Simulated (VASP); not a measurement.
## SiSe: single point with PBE

The system is SiSe.

```
CELL_PARAMETERS angstrom
3.61421 0.00000 0.00000
-1.80710 3.12999 0.00000
0.00000 0.00000 3.58845
ATOMIC_POSITIONS crystal
Si 0.66667 0.33333 0.50000
Se 0.00000 0.00000 0.00000
```

```
Program             : VASP 6.6.1
Task                : single point
Functional          : PBE
Potentials or basis : VASP PAW PBE potentials, release 64 (Si, Se)
Cutoff              : 520 eV
k mesh              : 6 × 6 × 6
Occupations         : gaussian, width 0.1 eV
Spin                : no spin polarisation
```

```json
{
 "Pressure": "0.0 GPa",
 "Band gap on the k mesh": "zero (band 5 reaches 7.51 eV, above the bottom of band 6 at 4.15 eV)"
}
```

Stress tensor (GPa, compression positive):
```
-0.07  0.00  0.00
 0.00 -0.07  0.00
 0.00  0.00  0.09
```

Levels at points of the mesh, in eV from the Fermi level:
| k point | band 1 | band 2 | band 3 | band 4 | band 5 | band 6 | band 7 | band 8 | band 9 | band 10 |
| --- | --- | --- | --- | --- | --- | --- | --- | --- | --- | --- |
| (0.00, 0.00, 0.00) | -15.39 | -4.89 | -3.77 | -2.02 | -2.02 | 2.64 | 2.64 | 3.31 | 6.50 | 7.77 |
| (0.50, 0.00, 0.00) | -13.89 | -8.92 | -3.59 | -2.04 | -1.97 | 1.79 | 1.83 | 3.46 | 5.23 | 9.31 |
| (0.00, 0.00, 0.50) | -14.20 | -9.98 | -0.95 | -0.95 | 1.26 | 1.85 | 2.48 | 2.48 | 7.11 | 7.11 |
| (0.50, 0.00, 0.50) | -13.08 | -7.36 | -6.18 | -5.46 | -2.11 | 0.78 | 2.38 | 2.38 | 10.59 | 10.66 |

It took 37 s on 1 thread of AMD EPYC 7R13 (shared host), peak memory 0.13 GiB.
